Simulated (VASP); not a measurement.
# ScAl3N4 (Cmc2_1) in VASP: relaxation of the atoms with PBE

Aim: the relaxation of the atoms of ScAl3N4 with PBE.

All numbers are computed with VASP 6.6.1; they aren't measurements. Logs are shortened: lines on timing, memory, paths and dates and some standing lists are left out, and cuts for length are marked.

## (1) The cell of the first run

Symmetry: Cmc2_1, No. 36, orthorhombic system. The conventional cell has a = 6.508 Å, b = 11.209 Å, c = 5.053 Å, α = 90.00°, β = 90.00°, γ = 90.00°. Al (site symmetry 1) has 4 N at 1.90 to 1.96 Å within 2.5 Å. Al (site symmetry m) has 4 N at 1.90 to 1.97 Å within 2.5 Å. Within 2.7 Å of Sc (site symmetry m) lie 4 N at 2.05 to 2.13 Å. Within 2.5 Å of N (site symmetry m) lie 2 Al at 1.91 Å and 2 Sc at 2.05 to 2.13 Å. N (site symmetry 1) has 3 Al at 1.90 Å and 1 Sc at 2.07 Å within 2.5 Å. Within 2.6 Å of N (site symmetry m) lie 4 Al at 1.94 to 1.97 Å.

## (2) Relaxation of the atoms, PBE

File INCAR:

```
ALGO = Normal
EDIFF = 1E-6
EDIFFG = -0.004
ENCUT = 520
GGA = PE
IBRION = 2
ISIF = 2
ISMEAR = 0
KPAR = 4
LASPH = True
LCHARG = False
LREAL = Auto
LWAVE = False
NELM = 100
NSW = 80
PREC = Accurate
SIGMA = 0.01
```

File KPOINTS:

```
k-points
0
Gamma
  4 4 5
```

File POSCAR:

```
ScAl3N4
1.0
    6.4803570441     -0.0157506844      0.0000000000
   -3.2538190149      5.6357798524      0.0000000000
    0.0000000000      0.0000000000      5.0527970385
Al Sc N
6 2 8
Direct
    0.3351902987      0.1643643502      0.4994553577
    0.1697954971      0.8348977485     -0.0044269608
    0.3351902987      0.6708259484      0.4994553577
    0.6648097013      0.3356356498     -0.0005446423
    0.6648097013      0.8291740516     -0.0005446423
    0.8302045029      0.6651022515      0.4955730392
    0.1774977064      0.3387488532     -0.0088041848
    0.8225022936      0.1612511468      0.4911958152
    0.1823423944      0.3411711972      0.4130392984
    0.3452763821      0.1546919245      0.8751497757
    0.1649135222      0.8324567611      0.3789815806
    0.3452763821      0.6905844576      0.8751497757
    0.6547236179      0.3453080755      0.3751497757
    0.8176576056      0.1588288028      0.9130392984
    0.6547236179      0.8094155424      0.3751497757
    0.8350864778      0.6675432389      0.8789815806
```

Potentials or basis: VASP PAW PBE potentials, release 64 (Al, Sc_sv, N).

Launch:

```
> cat potpaw_PBE.64/Al/POTCAR potpaw_PBE.64/Sc_sv/POTCAR potpaw_PBE.64/N/POTCAR > POTCAR
> mpirun -np 4 vasp_std > vasp.out
```

OUTCAR:

```text
EDIFF = 1E-6
   EDIFFG = -0.004
   ENCUT = 520
   GGA = PE
   IBRION = 2
   ISIF = 2
   ISMEAR = 0
   LASPH = True
   LREAL = Auto
   NELM = 100
   NSW = 80
   PREC = Accurate

 ion  position               nearest neighbor table
   1  0.335  0.164  0.499-  10 1.90  13 1.90   9 1.91  11 1.96   7 3.11   2 3.12   4 3.13   4 3.13
                             2 3.15   8 3.17   7 3.18   3 3.21   6 3.23   6 3.25   3 3.30   8 3.31
   2  0.170  0.835  0.996-  12 1.90  10 1.90  11 1.94  16 1.97   1 3.12   3 3.12   1 3.15   3 3.15
                             6 3.16   6 3.16   5 3.23   4 3.23   4 3.25   5 3.25   7 3.25   7 3.25
   3  0.335  0.671  0.499-  12 1.90  15 1.90   9 1.91  11 1.96   7 3.11   2 3.12   5 3.13   5 3.13
                             2 3.15   8 3.17   7 3.18   1 3.21   6 3.23   6 3.25   1 3.30   8 3.31
   4  0.665  0.336  0.999-  13 1.90  10 1.90  14 1.91  16 1.96   8 3.11   6 3.12   1 3.13   1 3.13
                             6 3.15   7 3.17   8 3.18   5 3.21   2 3.23   2 3.25   5 3.30   7 3.31
   5  0.665  0.829  0.999-  15 1.90  12 1.90  14 1.91  16 1.96   8 3.11   6 3.12   3 3.13   3 3.13
                             6 3.15   7 3.17   8 3.18   4 3.21   2 3.23   2 3.25   4 3.30   7 3.31
   6  0.830  0.665  0.496-  15 1.90  13 1.90  16 1.94  11 1.97   4 3.12   5 3.12   4 3.15   5 3.15
                             2 3.16   2 3.16   3 3.23   1 3.23   1 3.25   3 3.25   8 3.25   8 3.25
   7  0.177  0.339  0.991-  14 2.05  12 2.07  10 2.07   9 2.13   3 3.11   1 3.11   4 3.17   5 3.17
                             3 3.18   1 3.18   8 3.22   8 3.22   2 3.25   2 3.25   5 3.31   4 3.31
   8  0.823  0.161  0.491-   9 2.05  15 2.07  13 2.07  14 2.13   5 3.11   4 3.11   1 3.17   3 3.17
                             5 3.18   4 3.18   7 3.22   7 3.22   6 3.25   6 3.25   3 3.31   1 3.31
   9  0.182  0.341  0.413-   3 1.91   1 1.91   8 2.05   7 2.13
  10  0.345  0.155  0.875-   1 1.90   2 1.90   4 1.90   7 2.07
  11  0.165  0.832  0.379-   2 1.94   1 1.96   3 1.96   6 1.97
  12  0.345  0.691  0.875-   3 1.90   2 1.90   5 1.90   7 2.07
  13  0.655  0.345  0.375-   4 1.90   6 1.90   1 1.90   8 2.07
  14  0.818  0.159  0.913-   5 1.91   4 1.91   7 2.05   8 2.13
  15  0.655  0.809  0.375-   5 1.90   6 1.90   3 1.90   8 2.07
  16  0.835  0.668  0.879-   6 1.94   4 1.96   5 1.96   2 1.97

  LATTYP: Found a base centered orthorhombic cell.
 ALAT       =     6.5076380298
 B/A-ratio  =     1.7223694551
 C/A-ratio  =     0.7764410091

  Lattice vectors:

 A1 = (   3.2265380292,   5.6200291680,   0.0000000000)
 A2 = (  -6.4803570441,   0.0157506844,   0.0000000000)
 A3 = (   0.0000000000,   0.0000000000,   5.0527970385)

Analysis of symmetry for initial positions (statically):
=====================================================================
 Subroutine PRICEL returns:
 Original cell was already a primitive cell.

 Routine SETGRP: Setting up the symmetry group for a
 base centered orthorhombic supercell.

 Subroutine GETGRP returns: Found  4 space group operations
 (whereof  1 operations were pure point group operations)
 out of a pool of  8 trial point group operations.

The static configuration has the point symmetry C_1 .
 The point group associated with its full space group is C_2v.

Analysis of symmetry for dynamics (positions and initial velocities):
=====================================================================
 Subroutine PRICEL returns:
 Original cell was already a primitive cell.

 Routine SETGRP: Setting up the symmetry group for a
 base centered orthorhombic supercell.

 Subroutine GETGRP returns: Found  4 space group operations
 (whereof  1 operations were pure point group operations)
 out of a pool of  8 trial point group operations.

The dynamic configuration has the point symmetry C_1 .
 The point group associated with its full space group is C_2v.

 Subroutine INISYM returns: Found  4 space group operations
 (whereof  1 operations are pure point group operations),
 and found     1 'primitive' translations

----------------------------------------------------------------------------------------

                                     Primitive cell

  volume of cell :     184.2786

  direct lattice vectors                    reciprocal lattice vectors
     6.480357044 -0.015750684  0.000000000     0.154529331  0.089217551  0.000000000
    -3.253819015  5.635779852  0.000000000     0.000431873  0.177687075  0.000000000
     0.000000000  0.000000000  5.052797038     0.000000000  0.000000000  0.197910186

  length of vectors
     6.480376185  6.507638030  5.052797038     0.178435101  0.177687600  0.197910186

  position of ions in fractional coordinates (direct lattice)
     0.335190299  0.164364350  0.499455358
     0.169795497  0.834897748  0.995573039
     0.335190299  0.670825948  0.499455358
     0.664809701  0.335635650  0.999455358
     0.664809701  0.829174052  0.999455358
     0.830204503  0.665102252  0.495573039
[... 8 lines left out ...]
     0.654723618  0.809415542  0.375149776
     0.835086478  0.667543239  0.878981581

  ion indices of the primitive-cell ions
   primitive index   ion index
                 1           1
                 2           2
                 3           3
                 4           4
                 5           5
                 6           6
[... 8 lines left out ...]
                15          15
                16          16

----------------------------------------------------------------------------------------

 KPOINTS: k-points

Automatic generation of k-mesh.
 Grid dimensions read from file:
 generate k-points for:    4    4    5

 Generating k-lattice:

  Cartesian coordinates                     Fractional coordinates (reciprocal lattice)
     0.038632333  0.022304388  0.000000000     0.250000000  0.000000000  0.000000000
     0.000107968  0.044421769  0.000000000    -0.000000000  0.250000000  0.000000000
     0.000000000  0.000000000  0.039582037     0.000000000  0.000000000  0.200000000

  Length of vectors
     0.044608775  0.044421900  0.039582037

  Shift w.r.t. Gamma in fractional coordinates (k-lattice)
     0.000000000  0.000000000  0.000000000

 Subroutine IBZKPT returns following result:
 ===========================================

 Found     21 irreducible k-points:

 Following reciprocal coordinates:
            Coordinates               Weight
  0.000000  0.000000  0.000000      1.000000
  0.250000  0.000000  0.000000      2.000000
  0.500000  0.000000  0.000000      1.000000
 -0.000000  0.250000  0.000000      4.000000
  0.250000  0.250000  0.000000      4.000000
 -0.000000  0.500000  0.000000      2.000000
[... 13 lines left out ...]
 -0.000000  0.500000  0.400000      4.000000
  0.250000  0.500000  0.400000      4.000000
   k-points           NKPTS =     21   k-points in BZ     NKDIM =     21   number of bands    NBANDS=     49
   number of dos      NEDOS =    301   number of ions     NIONS =     16
   total plane-waves  NPLWV =  92160
   dimension x,y,z NGX =    48 NGY =   48 NGZ =   40
   dimension x,y,z NGXF=    96 NGYF=   96 NGZF=   80
   ions per type =               6   2   8
   NGX,Y,Z   is equivalent  to a cutoff of  12.31, 12.26, 13.16 a.u.
   NGXF,Y,Z  is equivalent  to a cutoff of  24.63, 24.52, 26.32 a.u.
 SYSTEM =  unknown system
   PREC   = accura    normal or accurate (medium, high low for compatibility)
   ISTART =      0    job   : 0-new  1-cont  2-samecut
   ICHARG =      2    charge: 1-file 2-atom 10-const
   ISPIN  =      1    spin polarized calculation?
   LNONCOLLINEAR =      F non collinear calculations
   LSORBIT =      F    spin-orbit coupling
   LASPH  =      T    aspherical Exc in radial PAW
   ENCUT  =  520.0 eV  38.22 Ry    6.18 a.u.  12.05 12.10  9.39*2*pi/ulx,y,z
   NELM   =    100;   NELMIN=  2; NELMDL= -5     # of ELM steps
   EDIFF  = 0.1E-05   stopping-criterion for ELM
   LREAL  =      T    real-space projection
   EDIFFG = -.4E-02   stopping-criterion for IOM
   NSW    =     80    number of steps for IOM
   IBRION =      2    ionic relax: 0-MD 1-quasi-New 2-CG
   NFREE  =      1    steps in history (QN), initial steepest desc. (CG)
   ISIF   =      2    stress and relaxation
   ISYM   =      2    0-nonsym 1-usesym 2-fastsym
   POTIM  = 0.5000    time-step for ionic-motion
   TEBEG  =    0.0;   TEEND  =   0.0 temperature during run
   PSTRESS=    0.0 pullay stress
   NELECT =      80.0000    total number of electrons
   NUPDOWN=      -1.0000    fix difference up-down
   EMIN   =  10.00;   EMAX   =-10.00  energy-range for DOS
   EFERMI =   0.00;   METHOD = LEGACY
   ISMEAR =     0;   SIGMA  =   0.01  broadening in eV -4-tet -1-fermi 0-gaus
   EFERMI_NEDOS =   21; number of points for ismear=-14 and -15
   IALGO  =     38    algorithm
   IMIX   =      4    mixing-type and parameters
     AMIX     =   0.40;   BMIX     =  1.00
     AMIX_MAG =   1.60;   BMIX_MAG =  1.00
  volume/ion in A,a.u.               =      11.52        77.72
  Fermi-wavevector in a.u.,A,eV,Ry     =   1.239595  2.342495 20.906657  1.536596
  Thomas-Fermi vector in A             =   2.374072
   LORBIT       =      0    0 simple, 1 ext, 2 COOP (PROOUT), +10 PAW based schemes
   GGA     = PE    functional components
   LHFCALC =     F    Hartree Fock is set to
   AEXX    =    0.0000 exact exchange contribution
   IVDW    =     0    specifies the selected vdW correction
   LEPSILON=     F    determine dielectric tensor
   LRPA    =     F    only Hartree local field effects (RPA)
 conjugate gradient relaxation of ions
 non-spin polarized calculation
 Gauss-broadening in eV      SIGMA  =   0.01
  energy-cutoff  :      520.00
  volume of cell :      184.28
 maximum number of plane-waves:      4983
   NGX = 25   NGY = 25   NGZ = 19

--------------------------------------- Ionic step        1  -------------------------------------------

 number of electron      80.0000006 magnetization

 Free energy of the ion-electron system (eV)
  ---------------------------------------------------
  ext. energy  EPLUGINS =         0.00000000
  ---------------------------------------------------
  free energy    TOTEN  =      -124.25481023 eV

  energy without entropy =     -124.25481023  energy(sigma->0) =     -124.25481023

------------------------ aborting loop because EDIFF is reached ----------------------------------------

  FORCE on cell =-STRESS in cart. coord.  units (eV):
  Direction    XX          YY          ZZ          XY          YZ          ZX
  --------------------------------------------------------------------------------------
  -------------------------------------------------------------------------------------
  Total        0.0609670      0.0654509      0.0700114     -0.0038832      0.0000000      0.0000000
  in kB        0.5300664      0.5690512      0.6087012     -0.0337617      0.0000000      0.0000000
  external PRESSURE =       0.5692730 kB  Pullay stress =       0.0000000 kB
[... 131 lines left out ...]
  FREE ENERGIE OF THE ION-ELECTRON SYSTEM (eV)
  ---------------------------------------------------
  free  energy   TOTEN  =      -124.2553819801 eV

  energy  without entropy=     -124.2553819801  energy(sigma->0) =     -124.25538198

[... ionic steps 4 to 8 ...]

--------------------------------------- Ionic step        9  -------------------------------------------

 number of electron      80.0000005 magnetization

------------------------ aborting loop because EDIFF is reached ----------------------------------------

  FORCE on cell =-STRESS in cart. coord.  units (eV):
  Direction    XX          YY          ZZ          XY          YZ          ZX
  --------------------------------------------------------------------------------------
  -------------------------------------------------------------------------------------
  Total        0.0173447      0.0363142      0.0252151     -0.0164281      0.0000000      0.0000000
  in kB        0.1508002      0.3157276      0.2192284     -0.1428312      0.0000000      0.0000000
  external PRESSURE =       0.2285854 kB  Pullay stress =       0.0000000 kB
[... 85 lines left out ...]
  energy  without entropy=     -124.2554521853  energy(sigma->0) =     -124.25545219

--------------------------------------- Ionic step       11  -------------------------------------------

 number of electron      80.0000005 magnetization

 Free energy of the ion-electron system (eV)
  ---------------------------------------------------
  ext. energy  EPLUGINS =         0.00000000
  ---------------------------------------------------
  free energy    TOTEN  =      -124.25545220 eV

  energy without entropy =     -124.25545220  energy(sigma->0) =     -124.25545220

 E-fermi :   5.0774     XC(G=0): -10.7498

 val. band max:        4.9245314404   @ k =   0.0000   0.0000   0.0000
 cond. band min:       8.6061995952   @ k =   0.2500   0.2500   0.0000
 fundamental gap:      3.6816681547
 Fermi energy:         5.0773894059

 k-point     1 :       0.0000    0.0000    0.0000
  band No.  band energies     occupation
      1     -41.9896      2.00000
      2     -41.9606      2.00000
      3     -20.8323      2.00000
      4     -20.7968      2.00000
      5     -20.7623      2.00000
      6     -20.7330      2.00000
[... 1124 lines left out ...]
  FREE ENERGIE OF THE ION-ELECTRON SYSTEM (eV)
  ---------------------------------------------------
  free  energy   TOTEN  =      -124.2554521977 eV

  energy  without entropy=     -124.2554521977  energy(sigma->0) =     -124.25545220

 reached required accuracy - stopping structural energy minimisation
```

Run time: 8.5 min. Hardware: 4 MPI ranks of Intel Xeon Platinum 8259CL at 2.50GHz (Skylake/Cascade Lake), shared host; peak memory 0.38 GiB.

Results:

```
Free energy                  : -124.2555 eV
Energy gained by relaxing    : 0.0 meV/atom
Ionic steps                  : 11
Pressure after relaxing      : 0.0 GPa
Largest force after relaxing : 0.004 eV/Å
Band gap on the k mesh       : 3.68 eV (least direct gap 3.71 eV)
```

Forces in eV/Å, atoms in the order of the input:
```
Al  -0.001  0.000  0.000
Al  -0.001  0.000 -0.001
Al   0.000 -0.001  0.000
Al   0.001  0.000  0.000
Al   0.000  0.001  0.000
Al   0.001  0.000 -0.001
Sc   0.003  0.002  0.001
Sc  -0.003 -0.002  0.001
N    0.000  0.000  0.002
N    0.000  0.001  0.000
N    0.000  0.000 -0.001
N    0.001  0.000  0.000
N    0.000 -0.001  0.000
N    0.000  0.000  0.002
N   -0.001  0.000  0.000
N    0.000  0.000 -0.001
```

Step by step:
| step | energy change (eV) | largest force (eV/Å) | pressure (GPa) |
| --- | --- | --- | --- |
| 1 | 0.0000 | 0.0699 | 0.06 |
| 2 | -0.0006 | 0.0201 | 0.05 |
| 3 | -0.0006 | 0.0180 | 0.03 |
| 4 | -0.0006 | 0.0101 | 0.03 |
| 5 | -0.0006 | 0.0105 | 0.03 |
| 6 | -0.0006 | 0.0043 | 0.02 |
| 7 | -0.0006 | 0.0057 | 0.02 |
| 8 | -0.0006 | 0.0053 | 0.02 |
| 9 | -0.0006 | 0.0044 | 0.02 |
| 10 | -0.0006 | 0.0050 | 0.02 |
| 11 | -0.0006 | 0.0040 | 0.02 |

Final structure:
```
CELL_PARAMETERS angstrom
6.48036 -0.01575 0.00000
-3.25382 5.63578 0.00000
0.00000 0.00000 5.05280
ATOMIC_POSITIONS crystal
Al 0.33526 0.16434 0.49948
Al 0.16978 0.83489 0.99555
Al 0.33526 0.67092 0.49948
Al 0.66474 0.33566 0.99948
Al 0.66474 0.82908 0.99948
Al 0.83022 0.66511 0.49555
Sc 0.17763 0.33882 0.99112
Sc 0.82237 0.16118 0.49112
N 0.18275 0.34137 0.41363
N 0.34551 0.15440 0.87493
N 0.16492 0.83246 0.37888
N 0.34551 0.69111 0.87493
N 0.65449 0.34560 0.37493
N 0.81725 0.15863 0.91363
N 0.65449 0.80889 0.37493
N 0.83508 0.66754 0.87888
```

Levels at points of the mesh, in eV from the valence-band top:
```tsv
k point	band 36	band 37	band 38	band 39	band 40	band 41	band 42	band 43	band 44	band 45
(0.00, 0.00, 0.00)	-0.49	-0.43	-0.38	-0.21	0.00	3.71	3.93	4.03	4.31	4.56
(0.50, 0.00, 0.00)	-0.62	-0.22	-0.19	-0.18	-0.11	3.70	4.35	4.46	4.82	4.89
(0.00, 0.50, 0.00)	-0.52	-0.25	-0.22	-0.15	-0.06	3.89	4.27	4.54	4.62	5.19
```

A k mesh can miss the band edges.
